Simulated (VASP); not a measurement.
**CdSe: single point with PBE**

Crystal: CdSe.

```
Cd Se
1.0
     0.00000    3.09060    3.09060
     3.09060    0.00000    3.09060
     3.09060    3.09060    0.00000
Cd Se
1 1
Direct
  0.00000 0.00000 0.00000
  0.75000 0.75000 0.75000
```

```
Program             : VASP 6.6.1
Task                : single point
Functional          : PBE
Potentials or basis : VASP PAW PBE potentials, release 64 (Cd, Se)
Cutoff              : 520 eV
k mesh              : 6 × 6 × 6
Occupations         : gaussian, width 0.01 eV
Spin                : no spin polarisation
```

* Pressure: 0.6 GPa
* Band gap on the k mesh: 0.51 eV, direct

Levels at points of the mesh, in eV from the valence-band top:
```csv
k point,band 5,band 6,band 7,band 8,band 9,band 10,band 11,band 12,band 13,band 14
"(0.00, 0.00, 0.00)",-7.46,-7.46,0.00,0.00,0.00,0.51,5.93,5.93,5.93,9.59
"(0.50, 0.00, 0.00)",-7.44,-7.20,-4.12,-0.68,-0.68,2.33,6.43,6.43,7.28,9.91
"(0.50, 0.50, 0.00)",-7.41,-7.14,-3.87,-1.69,-1.69,3.22,3.70,8.89,9.93,9.93
```

Run time: 10 s on 1 thread of Intel(R) Xeon(R) Platinum 8559C (Emerald Rapids), with other jobs on the host, peak memory 0.2 GiB.

A hybrid or GW would open this gap; PBE tends to underestimate it.
